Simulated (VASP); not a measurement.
Set up this calculation in VASP 6.6.1, as the native input.

| Property | Result |
| --- | --- |
| Task | relaxation of cell and atoms |
| Functional | PBE |
| Potentials or basis | VASP PAW PBE potentials, release 64 (Au) |
| Cutoff | 600 eV |
| k mesh | 18 × 18 × 18 |
| Occupations | gaussian, width 0.1 eV |
| Spin | no spin polarisation |
| Dipole correction | no |
| Further INCAR settings | ALGO = Fast; EDIFF = 1e-07; IBRION = 2; EDIFFG = -0.005; NSW = 100; ISIF = 3 |

The structure of Au lies in POSCAR:

```
Au
1.0
    0.0000000000      2.0830626659      2.0830626659
    2.0830626659      0.0000000000      2.0830626659
    2.0830626659      2.0830626659      0.0000000000
Au
1
Direct
    0.0000000000      0.0000000000      0.0000000000
```

The input as run:

INCAR

```
PREC = Accurate
ENCUT = 600
EDIFF = 1E-7
ISMEAR = 0
SIGMA = 0.1
LREAL = F
LASPH = T
NELM = 60
ALGO = Fast
ISIF = 3
LWAVE = F
LCHARG = F
GGA = PE
IBRION = 2
NSW = 100
EDIFFG = -0.005
```

KPOINTS

```
regular mesh
0
Gamma
  18 18 18
```

Potentials or basis: VASP PAW PBE potentials, release 64 (Au).

The run is started by

```bash
$ cat potpaw_PBE.64/Au/POTCAR > POTCAR
$ mpirun -np 1 vasp_std > vasp.out
```

Results of the run:

```
Relaxed volume                         : 17.96 Å³/atom
Relaxed cell                           : a = 2.939 Å, b = 2.939 Å, c = 2.939 Å, α = 60.00°, β = 60.00°, γ = 60.00°
Space group after relaxing (to 0.05 Å) : Fm-3m (No. 225)
Energy gained by relaxing              : 0.4 meV/atom
Ionic steps                            : 6
Pressure after relaxing                : 0.0 GPa
```

Run time: 78 s on 1 thread of Intel(R) Xeon(R) Platinum 8259CL CPU @ 2.50GHz (Skylake/Cascade Lake) (shared host), peak memory 0.18 GiB.
